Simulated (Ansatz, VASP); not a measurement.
**Re in VASP and in Ansatz**

```
Re
1.0
     4.37948    0.00000    0.00000
    -2.18974    3.79274    0.00000
     0.00000    0.00000    2.74461
Re
3
Direct
  0.66667 0.33333 0.00000
  0.33333 0.66667 0.00000
  0.00000 0.00000 0.50000
```

Alike in both runs: functional PBE; k mesh 12 × 12 × 16; occupations gaussian, width 0.1 eV; no spin polarisation.

Ansatz relaxed the structure, and its values are those at the end. VASP's run is a single point on that final structure, the one shown.

|  | VASP | Ansatz |
| --- | --- | --- |
| version | VASP 6.6.1 | Ansatz 0.2.0 |
| potentials or method | VASP PAW PBE potentials, release 64 (Re), cutoff 520 eV | scalar-relativistic, plane waves, PAW |
| valence electrons in the cell | 21 | 45 |

Ansatz gave:

```
gap on the k mesh at the Fermi level (eV) : none
pressure (GPa)                            : 0.0
```

Q: Which values does VASP return?

A: gap on the k mesh at the Fermi level (eV): none; pressure (GPa): -0.8.

A gap of «none» marks a metal or a gap that the smearing closes. VASP's potentials hold 21 valence electrons a cell and Ansatz's 45, so a difference there can come from the potentials and not from the codes.

Neither program's run includes spin-orbit coupling.
